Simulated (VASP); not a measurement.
Wanted: the native input for a VASP 6.6.1 run.

```yaml
Task: single point
Functional: PBEsol
Potentials_or_basis: VASP PAW PBE potentials, release 64 (Ti_sv)
Cutoff: 520 eV
k_mesh: 20 × 20 × 20
Occupations: gaussian, width 0.15 eV
Spin: no spin polarisation
Dipole_correction: no
Further_INCAR_settings: ALGO = Normal; EDIFF = 1e-06; NBANDS = 12
```

The structure of Ti lies in POSCAR:

```
Ti
1.0
    0.0000000000      2.0300000000      1.9691000000
    2.0300000000      0.0000000000      1.9691000000
    2.0300000000      2.0300000000      0.0000000000
Ti
1
Direct
    0.0000000000      0.0000000000      0.0000000000
```

This cell differs from its parent crystal: strain +0.000 along x and y, -0.030 along z.

The input as run:

INCAR

```
ALGO = Normal
EDIFF = 1E-6
ENCUT = 520
GGA = PS
ISIF = 2
ISMEAR = 0
LASPH = T
LCHARG = F
LREAL = F
LWAVE = F
NBANDS = 12
NELM = 80
PREC = Accurate
SIGMA = 0.15
```

KPOINTS

```
k-points
0
Gamma
  20 20 20
```

Potentials or basis: VASP PAW PBE potentials, release 64 (Ti_sv).

The run is started by

```bash
$ cat potpaw_PBE.64/Ti_sv/POTCAR > POTCAR
$ mpirun -np 1 vasp_std > vasp.out
```

It gave:

| Quantity | Value |
| --- | --- |
| Pressure | 3.0 GPa |
| Band gap on the k mesh | zero (band 6 reaches 9.72 eV, above the bottom of band 7 at 8.38 eV) |

Caveat: the cell differs from its parent crystal (strain +0.000 along x and y, -0.030 along z); the PAW data sets were made with another functional, which shifts forces and pressure a little.

Wall time 32 s on 1 thread of Intel(R) Xeon(R) 6975P-C (Granite Rapids), on a shared host, peak memory 0.24 GiB.
